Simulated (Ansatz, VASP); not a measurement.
## Two plane-wave programs on WS2

```
W S
1.0
     3.14613    0.00000    0.00000
     0.00000    5.44926    0.00000
     0.00000    0.00000   12.69173
W S
4 8
Direct
  0.00000 0.33333 0.25000
  0.50000 0.83333 0.25000
  0.50000 0.16667 0.75000
  0.00000 0.66667 0.75000
  0.00000 0.33333 0.62649
  0.50000 0.83333 0.62649
  0.50000 0.16667 0.12649
  0.00000 0.66667 0.12649
  0.00000 0.33333 0.87351
  0.50000 0.83333 0.87351
  0.50000 0.16667 0.37351
  0.00000 0.66667 0.37351
```

Alike in both runs: task single point; functional PBEsol; k mesh 8 × 6 × 2; occupations gaussian, width 0.05 eV; no spin polarisation.

```csv
,VASP,Ansatz
version,VASP 6.6.1,Ansatz 0.2.0
potentials or method,"VASP PAW PBE potentials, release 64 (W_sv, S), cutoff 520 eV","scalar-relativistic, plane waves, PAW"
valence electrons in the cell,104,104
```

```tsv
	VASP	Ansatz	Ansatz less VASP
gap on the k mesh at the Fermi level (eV)	1.13	1.11	-0.016
least direct gap on the mesh (eV)	1.64	1.64	-0.001
pressure (GPa)	0.1	0.0	-0.12
rms of the force components (eV/Å)	0.010	0.000	-0.0098
```

VASP's potentials were made for PBE, not for PBEsol. Atom by atom the forces differ by 0.010 eV/Å (rms over components).

Spin-orbit coupling is off throughout.
